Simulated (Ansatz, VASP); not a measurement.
**One calculation of O, two programs**

```
O
1.0
     2.79319   -1.62848    0.00000
     2.79319    1.62848    0.00000
    -2.34561    0.00000    3.57260
O
2
Direct
  0.97455 0.97455 0.84443
  0.02545 0.02545 0.15557
```

Change from the starting cell: volume scaled by 0.94.

Alike in both runs: task single point; functional PBE; k mesh 10 × 10 × 7; occupations fermi-dirac, width 0.05 eV; no spin polarisation.

|  | VASP | Ansatz |
| --- | --- | --- |
| version | VASP 6.6.1 | Ansatz 0.2.0 |
| potentials or method | VASP PAW PBE potentials, release 64 (O) | Ansatz PAW |
| plane-wave cutoff (eV) | 520 | 420 |
| valence electrons in the cell | 12 | 12 |

|  | VASP | Ansatz | Ansatz less VASP |
| --- | --- | --- | --- |
| gap on the k mesh at the Fermi level (eV) | none | none | - |
| pressure (GPa) | 3.9 | 1.4 | -2.49 |
| traceless stress, the component that is largest in VASP (GPa) | 8.62 | 4.24 | -4.382 |
| rms of the force components (eV/Å) | 1.691 | 0.874 | -0.8178 |

Atom by atom the forces differ by 0.821 eV/Å (rms over components). A gap of «none» marks a metal or a gap that the smearing closes. With one functional, cell and mesh, what is left measures potentials, basis and numerics.

Noted on VASP's run: the standard files for N, O and F lose accuracy on very short bonds; spin is off for a triplet molecule. Noted on Ansatz's run: spin is off for a triplet molecule.
